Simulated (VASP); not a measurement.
# MgF2 (P4_2/mnm) in VASP: a series of runs

MgF2 is run at these levels: PBE; tasks: single point.

Everything below comes from runs of VASP 6.6.1. Logs are shortened: lines on timing, memory, paths and dates and some standing lists are left out, and cuts for length are marked.

## Step 1: The cell of the first run

The structure is tetragonal, space group P4_2/mnm (No. 136). The conventional cell has a = 4.625 Å, b = 4.625 Å, c = 3.021 Å, α = 90.00°, β = 90.00°, γ = 90.00°. Mg (site symmetry mmm) has 6 F at 1.98 to 1.99 Å within 2.6 Å. F (site symmetry m2m) has 3 Mg at 1.98 to 1.99 Å and 1 F at 2.58 Å within 2.6 Å.

## Step 2: Single point, PBE

INCAR reads:

```
  PREC = Accurate
  ENCUT = 600
  EDIFF = 1E-6
  ISMEAR = 0
  SIGMA = 0.02
  LREAL = False
  LASPH = True
  NELM = 120
  ALGO = Normal
  ISIF = 2
  LWAVE = False
  LCHARG = False
  GGA = PE
  NBANDS = 25
  GGA_COMPAT = False
```

KPOINTS reads:

```
Automatic mesh
0
Gamma
  4 4 6
```

POSCAR reads:

```
MgF2
1.0
    4.6250000000      0.0000000000      0.0000000000
    0.0000000000      4.6250000000      0.0000000000
    0.0000000000      0.0000000000      3.0214800000
Mg F
2 4
Direct
    0.0000000000      0.0000000000      0.0000000000
    0.5000000000      0.5000000000      0.5000000000
    0.3030000000      0.3030000000      0.0000000000
    0.1970000000      0.8030000000      0.5000000000
    0.6970000000      0.6970000000      0.0000000000
    0.8030000000      0.1970000000      0.5000000000
```

Potentials or basis: VASP PAW PBE potentials, release 64 (Mg, F).

The run is started by

```console
$ cat potpaw_PBE.64/Mg/POTCAR potpaw_PBE.64/F/POTCAR > POTCAR
$ mpirun -np 1 vasp_std > vasp.out
```

OUTCAR:

```text
PREC = Accurate
   ENCUT = 600
   EDIFF = 1E-6
   ISMEAR = 0
   LREAL = False
   LASPH = True
   NELM = 120
   ISIF = 2
   GGA = PE

 ion  position               nearest neighbor table
   1  0.000  0.000  0.000-   3 1.98   5 1.98   4 1.99   6 1.99   4 1.99   6 1.99   2 3.60   2 3.60
                             2 3.60   2 3.60   2 3.60   2 3.60   2 3.60   2 3.60
   2  0.500  0.500  0.500-   4 1.98   6 1.98   5 1.99   3 1.99   3 1.99   5 1.99   1 3.60   1 3.60
                             1 3.60   1 3.60   1 3.60   1 3.60   1 3.60   1 3.60
   3  0.303  0.303  0.000-   1 1.98   2 1.99   2 1.99
   4  0.197  0.803  0.500-   2 1.98   1 1.99   1 1.99
   5  0.697  0.697  0.000-   1 1.98   2 1.99   2 1.99
   6  0.803  0.197  0.500-   2 1.98   1 1.99   1 1.99

  LATTYP: Found a simple tetragonal cell.
 ALAT       =     4.6250000000
 C/A-ratio  =     0.6532929730

  Lattice vectors:

 A1 = (   4.6250000000,   0.0000000000,   0.0000000000)
 A2 = (   0.0000000000,   4.6250000000,   0.0000000000)
 A3 = (   0.0000000000,   0.0000000000,   3.0214800000)

Analysis of symmetry for initial positions (statically):
=====================================================================
 Subroutine PRICEL returns:
 Original cell was already a primitive cell.

 Routine SETGRP: Setting up the symmetry group for a
 simple tetragonal supercell.

 Subroutine GETGRP returns: Found 16 space group operations
 (whereof  8 operations were pure point group operations)
 out of a pool of 16 trial point group operations.

The static configuration has the point symmetry D_2h.
 The point group associated with its full space group is D_4h.

Analysis of symmetry for dynamics (positions and initial velocities):
=====================================================================
 Subroutine PRICEL returns:
 Original cell was already a primitive cell.

 Routine SETGRP: Setting up the symmetry group for a
 simple tetragonal supercell.

 Subroutine GETGRP returns: Found 16 space group operations
 (whereof  8 operations were pure point group operations)
 out of a pool of 16 trial point group operations.

The dynamic configuration has the point symmetry D_2h.
 The point group associated with its full space group is D_4h.

 Subroutine INISYM returns: Found 16 space group operations
 (whereof  8 operations are pure point group operations),
 and found     1 'primitive' translations

----------------------------------------------------------------------------------------

                                     Primitive cell

  volume of cell :      64.6313

  direct lattice vectors                    reciprocal lattice vectors
[... 101 lines left out ...]
   ISYM   =      2    0-nonsym 1-usesym 2-fastsym
   POTIM  = 0.5000    time-step for ionic-motion
   TEBEG  =    0.0;   TEEND  =   0.0 temperature during run
   PSTRESS=    0.0 pullay stress
   NELECT =      32.0000    total number of electrons
   NUPDOWN=      -1.0000    fix difference up-down
   EMIN   =  10.00;   EMAX   =-10.00  energy-range for DOS
   EFERMI =   0.00;   METHOD = LEGACY
   ISMEAR =     0;   SIGMA  =   0.02  broadening in eV -4-tet -1-fermi 0-gaus
   EFERMI_NEDOS =   21; number of points for ismear=-14 and -15
   IALGO  =     38    algorithm
   IMIX   =      4    mixing-type and parameters
     AMIX     =   0.40;   BMIX     =  1.00
     AMIX_MAG =   1.60;   BMIX_MAG =  1.00
  volume/ion in A,a.u.               =      10.77        72.69
  Fermi-wavevector in a.u.,A,eV,Ry     =   1.295121  2.447424 22.821583  1.677339
  Thomas-Fermi vector in A             =   2.426661
   LORBIT       =      0    0 simple, 1 ext, 2 COOP (PROOUT), +10 PAW based schemes
   GGA     = PE    functional components
   LHFCALC =     F    Hartree Fock is set to
   AEXX    =    0.0000 exact exchange contribution
   IVDW    =     0    specifies the selected vdW correction
   LEPSILON=     F    determine dielectric tensor
   LRPA    =     F    only Hartree local field effects (RPA)
 non-spin polarized calculation
 Gauss-broadening in eV      SIGMA  =   0.02
  energy-cutoff  :      600.00
  volume of cell :       64.63
 maximum number of plane-waves:      2184
 NGX is ok and might be reduce to    40
   NGX = 19   NGY = 19   NGZ = 13

 number of electron      32.0000014 magnetization

 Free energy of the ion-electron system (eV)
  ---------------------------------------------------
  ext. energy  EPLUGINS =         0.00000000
  ---------------------------------------------------
  free energy    TOTEN  =       -31.49966179 eV

  energy without entropy =      -31.49966179  energy(sigma->0) =      -31.49966179

 E-fermi :  -1.0326     XC(G=0):  -9.7769

 val. band max:       -1.1568998060   @ k =   0.0000   0.0000   0.0000
 cond. band min:       6.0237106882   @ k =   0.0000   0.0000   0.0000
 fundamental gap:      7.1806104942
 Fermi energy:        -1.0326263226

 k-point     1 :       0.0000    0.0000    0.0000
  band No.  band energies     occupation
      1     -21.9450      2.00000
      2     -21.1312      2.00000
      3     -21.1312      2.00000
      4     -21.0336      2.00000
      5      -5.2811      2.00000
      6      -3.6984      2.00000
[... 661 lines left out ...]
     24      14.0777      0.00000
     25      16.9317      0.00000

------------------------ aborting loop because EDIFF is reached ----------------------------------------

  FORCE on cell =-STRESS in cart. coord.  units (eV):
  Direction    XX          YY          ZZ          XY          YZ          ZX
  --------------------------------------------------------------------------------------
  -------------------------------------------------------------------------------------
  Total        1.6725861      1.6725861      2.3797516     -0.0000000      0.0000000      0.0000000
  in kB       41.4625370     41.4625370     58.9928011     -0.0000000      0.0000000      0.0000000
  external PRESSURE =      47.3059583 kB  Pullay stress =       0.0000000 kB

 VOLUME and BASIS-vectors are now :
 -----------------------------------------------------------------------------
  energy-cutoff  :      600.00
  volume of cell :       64.63
      direct lattice vectors                 reciprocal lattice vectors
     4.625000000  0.000000000  0.000000000     0.216216216  0.000000000  0.000000000
     0.000000000  4.625000000  0.000000000     0.000000000  0.216216216  0.000000000
     0.000000000  0.000000000  3.021480000     0.000000000  0.000000000  0.330963634

 POSITION                                       TOTAL-FORCE (eV/Angst)
 -----------------------------------------------------------------------------------
      0.00000      0.00000      0.00000        -0.000000      0.000000      0.000000
      2.31250      2.31250      1.51074        -0.000000      0.000000      0.000000
      1.40137      1.40137      0.00000        -0.042771     -0.042771      0.000000
      0.91113      3.71387      1.51074         0.042771     -0.042771      0.000000
      3.22363      3.22363      0.00000         0.042771      0.042771      0.000000
      3.71387      0.91113      1.51074        -0.042771      0.042771      0.000000
 -----------------------------------------------------------------------------------
    total drift:                                0.000000     -0.000000     -0.000000

  FREE ENERGIE OF THE ION-ELECTRON SYSTEM (eV)
  ---------------------------------------------------
  free  energy   TOTEN  =       -31.4996617930 eV

  energy  without entropy=      -31.4996617930  energy(sigma->0) =      -31.49966179
```

OSZICAR:

```text
N       E                     dE             d eps       ncg     rms          rms(c)
DAV:   1     0.181696855718E+03    0.18170E+03   -0.19229E+04  1240   0.135E+03
DAV:   2    -0.252348229355E+02   -0.20693E+03   -0.19831E+03  1478   0.301E+02
DAV:   3    -0.340231489284E+02   -0.87883E+01   -0.87524E+01  1506   0.592E+01
DAV:   4    -0.340711599765E+02   -0.48011E-01   -0.48004E-01  1349   0.499E+00
DAV:   5    -0.340714004189E+02   -0.24044E-03   -0.24044E-03  1444   0.349E-01    0.101E+01
DAV:   6    -0.314491699738E+02    0.26222E+01   -0.80857E+00  1404   0.205E+01    0.297E+00
DAV:   7    -0.314690762833E+02   -0.19906E-01   -0.88149E-02  1235   0.195E+00    0.191E+00
DAV:   8    -0.314990509285E+02   -0.29975E-01   -0.56592E-02  1240   0.233E+00    0.210E-01
DAV:   9    -0.314991377896E+02   -0.86861E-04   -0.11578E-03  1539   0.243E-01    0.821E-02
DAV:  10    -0.314996626586E+02   -0.52487E-03   -0.50534E-04  1253   0.159E-01    0.192E-02
DAV:  11    -0.314996617930E+02    0.86554E-06   -0.88060E-06  1528   0.256E-02
   1 F= -.31499662E+02 E0= -.31499662E+02  d E =-.200532E-20
```

stdout:

```text
POSCAR found type information on POSCAR MgF
 POSCAR found :  2 types and       6 ions
 scaLAPACK will be used
 LDA part: xc-table for (Slater+PW92), standard interpolation
 POSCAR, INCAR and KPOINTS ok, starting setup
 FFT: planning ... GRIDC
 FFT: planning ... GRID_SOFT
 FFT: planning ... GRID
 WAVECAR not read
 entering main loop
```

Run time: 46 s. Hardware: 1 thread of AMD EPYC 7R13, shared host; peak memory 0.17 GiB.

What came out:

```
Free energy            : -31.4997 eV
Pressure               : 4.7 GPa
Largest force          : 0.060 eV/Å
Band gap on the k mesh : 7.18 eV
```

Forces in eV/Å, atoms in the order of the input:
```
Mg   0.000  0.000  0.000
Mg   0.000  0.000  0.000
F   -0.043 -0.043  0.000
F    0.043 -0.043  0.000
F    0.043  0.043  0.000
F   -0.043  0.043  0.000
```

Caveat: the cell stands under pressure. A hybrid or GW would open this gap; PBE tends to underestimate it.

## Step 3: Single point, PBE

This run uses another cell than the first one, of 10.83 Å³/atom.

INCAR reads:

```
SYSTEM = MgF2
  PREC = Accurate
  ENCUT = 600
  EDIFF = 1E-6
  ISMEAR = 0
  SIGMA = 0.02
  LREAL = .False.
  LASPH = .True.
  NELM = 120
  ALGO = Normal
  ISIF = 2
  LWAVE = .False.
  LCHARG = .False.
  GGA = PE
  NBANDS = 25
  GGA_COMPAT = .False.
```

KPOINTS reads:

```
Automatic mesh
0
Gamma
  4 4 6
  0 0 0
```

POSCAR, as its differences from that of step 2:

```diff
@@ -4,3 +4,3 @@
     0.0000000000      4.6250000000      0.0000000000
-    0.0000000000      0.0000000000      3.0214800000
+    0.0000000000      0.0000000000      3.0367400000
 Mg F
```

Potentials or basis: VASP PAW PBE potentials, release 64 (Mg, F).

The run is started by

```console
$ cat potpaw_PBE.64/Mg/POTCAR potpaw_PBE.64/F/POTCAR > POTCAR
$ mpirun -np 1 vasp_std > vasp.out
```

Run time: 54 s. Hardware: 1 thread of AMD EPYC 7R13, shared host; peak memory 0.17 GiB.

It converged, with:

```
Free energy            : -31.5115 eV
Pressure               : 4.1 GPa
Largest force          : 0.041 eV/Å
Band gap on the k mesh : 7.14 eV
```

Forces in eV/Å, atoms in the order of the input:
```
Mg   0.000  0.000  0.000
Mg   0.000  0.000  0.000
F   -0.029 -0.029  0.000
F    0.029 -0.029  0.000
F    0.029  0.029  0.000
F   -0.029  0.029  0.000
```

Stress tensor (GPa, compression positive):
```
3.77 0.00 0.00
0.00 3.77 0.00
0.00 0.00 4.74
```

Levels at points of the mesh, in eV from the valence-band top:
```
           k point  band 12  band 13  band 14  band 15  band 16  band 17  band 18  band 19  band 20  band 21
(0.00, 0.00, 0.00)    -1.22    -0.73    -0.33    -0.33     0.00     7.14    12.30    12.30    13.81    14.48
(0.50, 0.00, 0.00)    -1.39    -0.98    -0.98    -0.38    -0.38     9.55     9.55    13.56    13.56    15.57
(0.50, 0.50, 0.00)    -1.27    -0.96    -0.96    -0.79    -0.79    11.26    11.26    11.34    11.34    17.46
(0.00, 0.00, 0.50)    -1.45    -1.15    -1.15    -0.86    -0.86    11.91    11.91    15.02    15.02    15.48
(0.50, 0.00, 0.50)    -1.37    -0.74    -0.74    -0.67    -0.67    12.80    12.80    13.54    13.54    15.84
(0.50, 0.50, 0.50)    -1.42    -0.62    -0.62    -0.49    -0.49    13.35    13.35    13.36    13.36    14.69
```

Caveat: the cell stands under pressure.

## Step 4: Single point, PBE

This run uses another cell than the first one, of 10.88 Å³/atom.

INCAR reads:

```
SYSTEM = MgF2
ALGO = Normal
EDIFF = 1E-6
ENCUT = 600
GGA = PE
GGA_COMPAT = .False.
ISIF = 2
ISMEAR = 0
LASPH = .True.
LCHARG = .False.
LREAL = .False.
LWAVE = .False.
NBANDS = 25
NELM = 120
PREC = Accurate
SIGMA = 0.02
```

KPOINTS reads:

```
k-points
0
Gamma
  4 4 6
  0 0 0
```

POSCAR, as its differences from that of step 3:

```diff
@@ -4,3 +4,3 @@
     0.0000000000      4.6250000000      0.0000000000
-    0.0000000000      0.0000000000      3.0367400000
+    0.0000000000      0.0000000000      3.0520000000
 Mg F
```

Potentials or basis: VASP PAW PBE potentials, release 64 (Mg, F).

The run is started by

```console
$ cat potpaw_PBE.64/Mg/POTCAR potpaw_PBE.64/F/POTCAR > POTCAR
$ mpirun -np 1 vasp_std > vasp.out
```

OUTCAR:

```text
SYSTEM = MgF2
   EDIFF = 1E-6
   ENCUT = 600
   GGA = PE
   ISIF = 2
   ISMEAR = 0
   LASPH = .True.
   LREAL = .False.
   NELM = 120
   PREC = Accurate

 ion  position               nearest neighbor table
   1  0.000  0.000  0.000-   3 1.98   5 1.98   4 2.00   6 2.00   4 2.00   6 2.00   2 3.61   2 3.61
                             2 3.61   2 3.61   2 3.61   2 3.61   2 3.61   2 3.61
   2  0.500  0.500  0.500-   4 1.98   6 1.98   5 2.00   3 2.00   3 2.00   5 2.00   1 3.61   1 3.61
                             1 3.61   1 3.61   1 3.61   1 3.61   1 3.61   1 3.61
   3  0.303  0.303  0.000-   1 1.98   2 2.00   2 2.00
   4  0.197  0.803  0.500-   2 1.98   1 2.00   1 2.00
   5  0.697  0.697  0.000-   1 1.98   2 2.00   2 2.00
   6  0.803  0.197  0.500-   2 1.98   1 2.00   1 2.00

  LATTYP: Found a simple tetragonal cell.
 ALAT       =     4.6250000000
 C/A-ratio  =     0.6598918919

  Lattice vectors:

 A1 = (   4.6250000000,   0.0000000000,   0.0000000000)
 A2 = (   0.0000000000,   4.6250000000,   0.0000000000)
 A3 = (   0.0000000000,   0.0000000000,   3.0520000000)

[... 184 lines left out ...]
 E-fermi :  -1.0931     XC(G=0):  -9.7303

 val. band max:       -1.2131875170   @ k =   0.0000   0.0000   0.0000
 cond. band min:       5.8823462960   @ k =   0.0000   0.0000   0.0000
 fundamental gap:      7.0955338130
 Fermi energy:        -1.0930704442

 k-point     1 :       0.0000    0.0000    0.0000
  band No.  band energies     occupation
      1     -21.9599      2.00000
      2     -21.1577      2.00000
      3     -21.1577      2.00000
      4     -21.0656      2.00000
      5      -5.2867      2.00000
      6      -3.7093      2.00000
[... 661 lines left out ...]
     24      13.8554      0.00000
     25      16.8518      0.00000

------------------------ aborting loop because EDIFF is reached ----------------------------------------

  FORCE on cell =-STRESS in cart. coord.  units (eV):
  Direction    XX          YY          ZZ          XY          YZ          ZX
  --------------------------------------------------------------------------------------
  -------------------------------------------------------------------------------------
  Total        1.3882059      1.3882059      1.4737689      0.0000000      0.0000000      0.0000000
  in kB       34.0687712     34.0687712     36.1686217      0.0000000      0.0000000      0.0000000
  external PRESSURE =      34.7687214 kB  Pullay stress =       0.0000000 kB

 VOLUME and BASIS-vectors are now :
 -----------------------------------------------------------------------------
  energy-cutoff  :      600.00
  volume of cell :       65.28
      direct lattice vectors                 reciprocal lattice vectors
     4.625000000  0.000000000  0.000000000     0.216216216  0.000000000  0.000000000
     0.000000000  4.625000000  0.000000000     0.000000000  0.216216216  0.000000000
     0.000000000  0.000000000  3.052000000     0.000000000  0.000000000  0.327653997

 POSITION                                       TOTAL-FORCE (eV/Angst)
 -----------------------------------------------------------------------------------
      0.00000      0.00000      0.00000         0.000000      0.000000      0.000000
      2.31250      2.31250      1.52600         0.000000      0.000000      0.000000
      1.40137      1.40137      0.00000        -0.015497     -0.015497     -0.000000
      0.91113      3.71387      1.52600         0.015497     -0.015497     -0.000000
      3.22363      3.22363      0.00000         0.015497      0.015497      0.000000
      3.71387      0.91113      1.52600        -0.015497      0.015497      0.000000
 -----------------------------------------------------------------------------------
    total drift:                                0.000000     -0.000000     -0.000000

  FREE ENERGIE OF THE ION-ELECTRON SYSTEM (eV)
  ---------------------------------------------------
  free  energy   TOTEN  =       -31.5211853960 eV

  energy  without entropy=      -31.5211853960  energy(sigma->0) =      -31.52118540
```

OSZICAR:

```text
N       E                     dE             d eps       ncg     rms          rms(c)
DAV:   1     0.190373922063E+03    0.19037E+03   -0.19271E+04  1264   0.135E+03
DAV:   2    -0.244610259178E+02   -0.21483E+03   -0.20635E+03  1485   0.307E+02
DAV:   3    -0.340460548505E+02   -0.95850E+01   -0.95551E+01  1534   0.611E+01
DAV:   4    -0.341000920523E+02   -0.54037E-01   -0.54032E-01  1309   0.523E+00
DAV:   5    -0.341003614093E+02   -0.26936E-03   -0.26935E-03  1463   0.364E-01    0.100E+01
DAV:   6    -0.314719666313E+02    0.26284E+01   -0.81384E+00  1370   0.206E+01    0.298E+00
DAV:   7    -0.314909590646E+02   -0.18992E-01   -0.87115E-02  1264   0.194E+00    0.192E+00
DAV:   8    -0.315205416803E+02   -0.29583E-01   -0.57996E-02  1237   0.235E+00    0.210E-01
DAV:   9    -0.315206582133E+02   -0.11653E-03   -0.12357E-03  1522   0.249E-01    0.813E-02
DAV:  10    -0.315211859728E+02   -0.52776E-03   -0.48165E-04  1256   0.156E-01    0.182E-02
DAV:  11    -0.315211853960E+02    0.57678E-06   -0.84574E-06  1526   0.252E-02
   1 F= -.31521185E+02 E0= -.31521185E+02  d E =-.254133E-19
```

It took 65 s on 1 thread of AMD EPYC 7R13, shared host; peak memory 0.17 GiB.

What came out:

| Property | Result |
| --- | --- |
| Free energy | -31.5212 eV |
| Pressure | 3.5 GPa |
| Largest force | 0.022 eV/Å |
| Band gap on the k mesh | 7.10 eV |

Forces on the atoms (eV/Å):
```
Mg   0.000  0.000  0.000
Mg   0.000  0.000  0.000
F   -0.015 -0.015  0.000
F    0.015 -0.015  0.000
F    0.015  0.015  0.000
F   -0.015  0.015  0.000
```

Stress tensor (GPa, compression positive):
```
3.41 0.00 0.00
0.00 3.41 0.00
0.00 0.00 3.62
```

Caveat: the cell stands under pressure.

## Step 5: The runs side by side

| cell | gap on the mesh (eV) | pressure (GPa) | largest force (eV/Å) |
| --- | --- | --- | --- |
| a = 4.625, b = 4.625, c = 3.021 Å, 6 atoms | 7.18 | 4.7 | 0.06 |
| a = 4.625, b = 4.625, c = 3.037 Å, 6 atoms | 7.14 | 4.1 | 0.04 |
| a = 4.625, b = 4.625, c = 3.052 Å, 6 atoms | 7.10 | 3.5 | 0.02 |

Alike in all rows: task single point; level PBE; potentials or basis VASP PAW PBE potentials, release 64 (Mg, F); no spin polarisation; k mesh 4 × 4 × 6; cutoff (eV) 600; smearing gaussian 0.02 eV.

Caveats: the cell stands under pressure.

Absolute energies hang on the potentials; compare differences alone.
